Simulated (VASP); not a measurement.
# HgTe (Fm-3m) in VASP: notebook, part 2 of 2

VASP 6.6.1.

### Step 4. Single point, PBE+D3(BJ) (volume scaled by 0.91)

The input, INCAR:

```
PREC = Accurate
ENCUT = 520
EDIFF = 1E-6
ISMEAR = 0
SIGMA = 0.1
LREAL = F
LASPH = T
NELM = 80
ALGO = Normal
ISIF = 2
LWAVE = F
LCHARG = T
GGA = PE
IVDW = 12
LELF = T
LVHAR = T
NBANDS = 16
```

The input, KPOINTS:

```
regular mesh
0
Gamma
  12 12 12
```

The input, POSCAR:

```
HgTe
1.0
    0.0000000000      2.9263848499      2.9263848499
    2.9263848499      0.0000000000      2.9263848499
    2.9263848499      2.9263848499      0.0000000000
Hg Te
1 1
Direct
    0.0000000000      0.0000000000      0.0000000000
    0.5000000000      0.5000000000      0.5000000000
```

Run with:

```bash
$ cat potpaw_PBE.64/Hg/POTCAR potpaw_PBE.64/Te/POTCAR > POTCAR
$ mpirun -np 1 vasp_std > vasp.out
```

Run time: 19 s. Hardware: 1 thread of Intel Xeon 6975P-C (Granite Rapids), shared host; peak memory 0.22 GiB.

The run converged. Its results:

| Property | Result |
| --- | --- |
| Free energy | -4.1299 eV |
| Pressure | 7.0 GPa |
| Band gap on the k mesh | zero (band 9 reaches 6.30 eV, above the bottom of band 10 at 3.09 eV) |
| Dispersion energy per atom | -0.502 eV |

Levels at points of the mesh, in eV from the Fermi level:
| k point | band 7 | band 8 | band 9 | band 10 | band 11 | band 12 |
| --- | --- | --- | --- | --- | --- | --- |
| (0.00, 0.00, 0.00) | -0.87 | -0.87 | -0.87 | -0.36 | 7.74 | 7.74 |
| (0.50, 0.00, 0.00) | -6.02 | 0.44 | 0.44 | 2.51 | 3.79 | 3.79 |
| (0.50, 0.50, 0.00) | -5.12 | -2.90 | -2.77 | -2.77 | 4.69 | 9.89 |

Caveat: spin-orbit coupling is left out, which moves the levels of the heavy elements; pairwise dispersion overbinds metals, which lowers pressure and volume.

### Step 5. Single point, PBE+D3(BJ) (volume scaled by 0.94)

The input, INCAR:

```
SYSTEM = HgTe
  PREC = Accurate
  ENCUT = 520
  EDIFF = 1E-6
  ISMEAR = 0
  SIGMA = 0.1
  LREAL = .FALSE.
  LASPH = .TRUE.
  NELM = 100
  ALGO = Normal
  ISIF = 2
  LWAVE = .FALSE.
  LCHARG = .FALSE.
  GGA = PE
  IVDW = 12
  NBANDS = 16
```

The input, KPOINTS:

```
regular mesh
0
G
  12 12 12
  0 0 0
```

The input, POSCAR:

```
HgTe
1.0
    0.0000000000      2.9581958731      2.9581958731
    2.9581958731      0.0000000000      2.9581958731
    2.9581958731      2.9581958731      0.0000000000
Hg Te
1 1
Direct
    0.0000000000      0.0000000000      0.0000000000
    0.5000000000      0.5000000000      0.5000000000
```

Potentials or basis: VASP PAW PBE potentials, release 64 (Hg, Te).

Run with:

```bash
$ cat potpaw_PBE.64/Hg/POTCAR potpaw_PBE.64/Te/POTCAR > POTCAR
$ mpirun -np 1 vasp_std > vasp.out
```

OUTCAR:

```text
SYSTEM = HgTe
   PREC = Accurate
   ENCUT = 520
   EDIFF = 1E-6
   ISMEAR = 0
   LREAL = .FALSE.
   LASPH = .TRUE.
   NELM = 100
   ISIF = 2
   GGA = PE
   IVDW = 12
 IVDW          = 12

 ion  position               nearest neighbor table
   1  0.000  0.000  0.000-   2 2.96   2 2.96   2 2.96   2 2.96   2 2.96   2 2.96
   2  0.500  0.500  0.500-   1 2.96   1 2.96   1 2.96   1 2.96   1 2.96   1 2.96

  LATTYP: Found a face centered cubic cell.
 ALAT       =     5.9163917462

  Lattice vectors:

 A1 = (   0.0000000000,   2.9581958731,   2.9581958731)
 A2 = (   2.9581958731,   0.0000000000,   2.9581958731)
 A3 = (   2.9581958731,   2.9581958731,   0.0000000000)

Analysis of symmetry for initial positions (statically):
=====================================================================
 Subroutine PRICEL returns:
 Original cell was already a primitive cell.

 Routine SETGRP: Setting up the symmetry group for a
 face centered cubic supercell.

 Subroutine GETGRP returns: Found 48 space group operations
 (whereof 48 operations were pure point group operations)
 out of a pool of 48 trial point group operations.

The static configuration has the point symmetry O_h .

Analysis of symmetry for dynamics (positions and initial velocities):
=====================================================================
 Subroutine PRICEL returns:
 Original cell was already a primitive cell.

 Routine SETGRP: Setting up the symmetry group for a
 face centered cubic supercell.

 Subroutine GETGRP returns: Found 48 space group operations
 (whereof 48 operations were pure point group operations)
 out of a pool of 48 trial point group operations.

The dynamic configuration has the point symmetry O_h .

 Subroutine INISYM returns: Found 48 space group operations
 (whereof 48 operations are pure point group operations),
 and found     1 'primitive' translations

----------------------------------------------------------------------------------------

                                     Primitive cell

  volume of cell :      51.7739

  direct lattice vectors                    reciprocal lattice vectors
     0.000000000  2.958195873  2.958195873    -0.169021938  0.169021938  0.169021938
     2.958195873  0.000000000  2.958195873     0.169021938 -0.169021938  0.169021938
     2.958195873  2.958195873  0.000000000     0.169021938  0.169021938 -0.169021938

  length of vectors
     4.183520724  4.183520724  4.183520724     0.292754585  0.292754585  0.292754585

  position of ions in fractional coordinates (direct lattice)
     0.000000000  0.000000000  0.000000000
     0.500000000  0.500000000  0.500000000

  ion indices of the primitive-cell ions
   primitive index   ion index
                 1           1
                 2           2

----------------------------------------------------------------------------------------

 KPOINTS: regular mesh

Automatic generation of k-mesh.
 Grid dimensions read from file:
 generate k-points for:   12   12   12

 Generating k-lattice:

  Cartesian coordinates                     Fractional coordinates (reciprocal lattice)
    -0.014085162  0.014085162  0.014085162     0.083333333  0.000000000  0.000000000
     0.014085162 -0.014085162  0.014085162     0.000000000  0.083333333  0.000000000
     0.014085162  0.014085162 -0.014085162     0.000000000  0.000000000  0.083333333

  Length of vectors
     0.024396215  0.024396215  0.024396215

  Shift w.r.t. Gamma in fractional coordinates (k-lattice)
     0.000000000  0.000000000  0.000000000

 Subroutine IBZKPT returns following result:
 ===========================================

 Found     72 irreducible k-points:

 Following reciprocal coordinates:
            Coordinates               Weight
  0.000000  0.000000  0.000000      1.000000
  0.083333  0.000000  0.000000      8.000000
  0.166667  0.000000  0.000000      8.000000
  0.250000  0.000000  0.000000      8.000000
  0.333333  0.000000  0.000000      8.000000
  0.416667  0.000000  0.000000      8.000000
[... 16 lines left out ...]
  0.500000  0.166667  0.000000     24.000000
 -0.416667  0.166667  0.000000     24.000000
 [... further k-points ...]
   k-points           NKPTS =     72   k-points in BZ     NKDIM =     72   number of bands    NBANDS=     16
   number of dos      NEDOS =    301   number of ions     NIONS =      2
   total plane-waves  NPLWV =  32768
   dimension x,y,z NGX =    32 NGY =   32 NGZ =   32
   dimension x,y,z NGXF=    64 NGYF=   64 NGZF=   64
   ions per type =               1   1
   NGX,Y,Z   is equivalent  to a cutoff of  12.72, 12.72, 12.72 a.u.
   NGXF,Y,Z  is equivalent  to a cutoff of  25.43, 25.43, 25.43 a.u.
 SYSTEM =  HgTe
   PREC   = accura    normal or accurate (medium, high low for compatibility)
   ISTART =      0    job   : 0-new  1-cont  2-samecut
   ICHARG =      2    charge: 1-file 2-atom 10-const
   ISPIN  =      1    spin polarized calculation?
   LNONCOLLINEAR =      F non collinear calculations
   LSORBIT =      F    spin-orbit coupling
   LASPH  =      T    aspherical Exc in radial PAW
   ENCUT  =  520.0 eV  38.22 Ry    6.18 a.u.   7.78  7.78  7.78*2*pi/ulx,y,z
   NELM   =    100;   NELMIN=  2; NELMDL= -5     # of ELM steps
   EDIFF  = 0.1E-05   stopping-criterion for ELM
   LREAL  =      F    real-space projection
   EDIFFG = 0.1E-04   stopping-criterion for IOM
   NSW    =      0    number of steps for IOM
   IBRION =     -1    ionic relax: 0-MD 1-quasi-New 2-CG
   NFREE  =      0    steps in history (QN), initial steepest desc. (CG)
   ISIF   =      2    stress and relaxation
   ISYM   =      2    0-nonsym 1-usesym 2-fastsym
   POTIM  = 0.5000    time-step for ionic-motion
   TEBEG  =    0.0;   TEEND  =   0.0 temperature during run
   PSTRESS=    0.0 pullay stress
   NELECT =      18.0000    total number of electrons
   NUPDOWN=      -1.0000    fix difference up-down
   EMIN   =  10.00;   EMAX   =-10.00  energy-range for DOS
   EFERMI =   0.00;   METHOD = LEGACY
   ISMEAR =     0;   SIGMA  =   0.10  broadening in eV -4-tet -1-fermi 0-gaus
   EFERMI_NEDOS =   21; number of points for ismear=-14 and -15
   IALGO  =     38    algorithm
   IMIX   =      4    mixing-type and parameters
     AMIX     =   0.40;   BMIX     =  1.00
     AMIX_MAG =   1.60;   BMIX_MAG =  1.00
  volume/ion in A,a.u.               =      25.89       174.69
  Fermi-wavevector in a.u.,A,eV,Ry     =   1.151142  2.175342 18.029446  1.325127
  Thomas-Fermi vector in A             =   2.287801
   LORBIT       =      0    0 simple, 1 ext, 2 COOP (PROOUT), +10 PAW based schemes
   GGA     = PE    functional components
   LHFCALC =     F    Hartree Fock is set to
   AEXX    =    0.0000 exact exchange contribution
   IVDW    =    12    specifies the selected vdW correction
   LEPSILON=     F    determine dielectric tensor
   LRPA    =     F    only Hartree local field effects (RPA)
 non-spin polarized calculation
 Gauss-broadening in eV      SIGMA  =   0.10
  energy-cutoff  :      520.00
  volume of cell :       51.77
 maximum number of plane-waves:      1411
   NGX = 15   NGY = 15   NGZ = 15

 number of electron      17.9999998 magnetization

 Free energy of the ion-electron system (eV)
  ---------------------------------------------------
  ext. energy  EPLUGINS =         0.00000000
  ---------------------------------------------------
  free energy    TOTEN  =        -3.21632486 eV

  energy without entropy =       -3.21087511  energy(sigma->0) =       -3.21359998

 E-fermi :   5.4476     XC(G=0): -10.3195

 val. band max:        5.3900937560   @ k =   0.4167   0.0833   0.0000
 cond. band min:       5.4713275955   @ k =   0.4167   0.2500   0.0000
 fundamental gap:      0.0812338395
 Fermi energy:         5.4475800738

 k-point     1 :       0.0000    0.0000    0.0000
  band No.  band energies     occupation
      1      -7.2453      2.00000
      2      -1.6129      2.00000
      3      -1.6129      2.00000
      4      -1.5503      2.00000
      5      -1.5503      2.00000
      6      -1.5503      2.00000
[... 8 lines left out ...]
     15      13.4607      0.00000
     16      13.4968      0.00000
[... 419 lines left out ...]
 k-point    24 :      -0.4167    0.1667    0.0000
  band No.  band energies     occupation
      1      -5.7595      2.00000
      2      -2.0912      2.00000
      3      -1.9861      2.00000
      4      -1.7777      2.00000
      5      -1.3339      2.00000
      6      -1.3013      2.00000
[... 8 lines left out ...]
     15      15.7956      0.00000
     16      16.4832      0.00000

 [... further k-points ...]

------------------------ aborting loop because EDIFF is reached ----------------------------------------

 Edisp (eV)   -0.97132

 E8    (eV) :    -0.4455

  FORCE on cell =-STRESS in cart. coord.  units (eV):
  Direction    XX          YY          ZZ          XY          YZ          ZX
  --------------------------------------------------------------------------------------
  -------------------------------------------------------------------------------------
  Total       1.37019     1.37019     1.37019    -0.00000    -0.00000    -0.00000
  in kB      42.40150    42.40150    42.40150    -0.00000    -0.00000    -0.00000
  external pressure =       42.40 kB  Pullay stress =        0.00 kB

 VOLUME and BASIS-vectors are now :
 -----------------------------------------------------------------------------
  energy-cutoff  :      520.00
  volume of cell :       51.77
      direct lattice vectors                 reciprocal lattice vectors
     0.000000000  2.958195873  2.958195873    -0.169021938  0.169021938  0.169021938
     2.958195873  0.000000000  2.958195873     0.169021938 -0.169021938  0.169021938
     2.958195873  2.958195873  0.000000000     0.169021938  0.169021938 -0.169021938

 POSITION                                       TOTAL-FORCE (eV/Angst)
 -----------------------------------------------------------------------------------
      0.00000      0.00000      0.00000        -0.000000      0.000000     -0.000000
      2.95820      2.95820      2.95820         0.000000     -0.000000      0.000000
 -----------------------------------------------------------------------------------
    total drift:                                0.000000     -0.000000     -0.000000

  FREE ENERGIE OF THE ION-ELECTRON SYSTEM (eV)
  ---------------------------------------------------
  free  energy   TOTEN  =        -4.1876403677 eV

  energy  without entropy=       -4.1821906182  energy(sigma->0) =       -4.18491549
```

stdout:

```text
POSCAR found type information on POSCAR HgTe
 POSCAR found :  2 types and       2 ions
 scaLAPACK will be used
 LDA part: xc-table for (Slater+PW92), standard interpolation
 POSCAR, INCAR and KPOINTS ok, starting setup
 FFT: planning ... GRIDC
 FFT: planning ... GRID_SOFT
 FFT: planning ... GRID
 WAVECAR not read
 entering main loop
```

Wall time 19 s (1 thread of Intel Xeon 6975P-C (Granite Rapids), shared host); peak memory 0.22 GiB.

What came out:

* Free energy: -4.1876 eV
* Pressure: 4.2 GPa
* Band gap on the k mesh: zero (band 9 reaches 5.85 eV, above the bottom of band 10 at 2.83 eV)
* Dispersion energy per atom: -0.486 eV

Levels at points of the mesh, in eV from the Fermi level:
```
           k point  band 5  band 6  band 7  band 8  band 9  band 10  band 11  band 12  band 13  band 14
(0.00, 0.00, 0.00)   -7.00   -7.00   -0.81   -0.81   -0.81    -0.52     7.72     7.72     7.72     8.01
(0.50, 0.00, 0.00)   -6.78   -6.78   -5.88    0.40    0.40     2.55     3.84     3.84     4.18    10.74
(0.50, 0.50, 0.00)   -6.69   -5.92   -4.87   -2.86   -2.62    -2.62     4.74     9.70     9.70    10.33
```

Caveat: spin-orbit coupling is left out, which moves the levels of the heavy elements; pairwise dispersion overbinds metals, which lowers pressure and volume.

### Step 6. Single point, PBE+D3(BJ) (volume scaled by 0.97)

The input, INCAR:

```
SYSTEM = HgTe
PREC     = Accurate       ! precision mode
ENCUT    = 520            ! plane-wave cutoff, eV
EDIFF    = 1E-7           ! SCF threshold, eV
ISMEAR   = 0              ! smearing method
SIGMA    = 0.1            ! smearing width, eV
LREAL    = .False.        ! projectors in reciprocal space
LASPH    = .True.         ! aspherical terms in the spheres
NELM     = 100            ! most SCF steps
ALGO     = Normal         ! electronic algorithm
ISIF     = 2              ! what is computed and relaxed
LWAVE    = .False.        ! write WAVECAR
LCHARG   = .False.        ! write CHGCAR
GGA      = PE             ! functional
IVDW     = 12             ! dispersion correction
NBANDS   = 16             ! bands
```

The input, KPOINTS:

```
regular mesh
0
Gamma
  12 12 12
  0 0 0
```

The input, POSCAR:

```
HgTe
1.0
    0.0000000000      2.9893370655      2.9893370655
    2.9893370655      0.0000000000      2.9893370655
    2.9893370655      2.9893370655      0.0000000000
Hg Te
1 1
Direct
    0.0000000000      0.0000000000      0.0000000000
    0.5000000000      0.5000000000      0.5000000000
```

Potentials or basis: VASP PAW PBE potentials, release 64 (Hg, Te).

Run with:

```bash
$ cat potpaw_PBE.64/Hg/POTCAR potpaw_PBE.64/Te/POTCAR > POTCAR
$ mpirun -np 1 vasp_std > vasp.out
```

Wall time 21 s (1 thread of Intel Xeon 6975P-C (Granite Rapids), shared host); peak memory 0.22 GiB.

Results (log left out):

```yaml
Free_energy: -4.2199 eV
Pressure: 2.0 GPa
Band_gap_on_the_k_mesh: zero (band 9 reaches 5.43 eV, above the bottom of band 10 at 2.58 eV)
Dispersion_energy_per_atom: -0.470 eV
```

Levels at points of the mesh, in eV from the Fermi level:
```tsv
k point	band 6	band 7	band 8	band 9	band 10	band 11	band 12	band 13
(0.00, 0.00, 0.00)	-6.86	-0.76	-0.76	-0.76	-0.67	7.70	7.70	7.70
(0.50, 0.00, 0.00)	-6.66	-5.74	0.36	0.36	2.59	3.90	3.90	4.02
(0.50, 0.50, 0.00)	-5.88	-4.64	-2.81	-2.48	-2.48	4.79	9.52	9.52
```

Caveat: spin-orbit coupling is left out, which moves the levels of the heavy elements; pairwise dispersion overbinds metals, which lowers pressure and volume.

### Step 7. The runs side by side

| task | cell | cutoff (eV) | gap on the mesh (eV) | pressure (GPa) |
| --- | --- | --- | --- | --- |
| relaxation of cell and atoms | relaxed from a = 4.497 Å, angles 60.0°, 2 atoms | 600 | none | 0.0 |
| single point | a = 4.093 Å, angles 60.0°, 2 atoms | 520 | none | 10.2 |
| single point | a = 4.139 Å, angles 60.0°, 2 atoms | 520 | none | 7.0 |
| single point | a = 4.184 Å, angles 60.0°, 2 atoms | 520 | none | 4.2 |
| single point | a = 4.228 Å, angles 60.0°, 2 atoms | 520 | none | 2.0 |

Alike in all rows: level PBE+D3(BJ); potentials or basis VASP PAW PBE potentials, release 64 (Hg, Te); no spin polarisation; k mesh 12 × 12 × 12; smearing gaussian 0.1 eV.

Caveats: spin-orbit coupling is left out, which moves the levels of the heavy elements; pairwise dispersion overbinds metals, which lowers pressure and volume.

Total energies depend on the potentials used, so only differences within one code and one set of settings carry meaning.
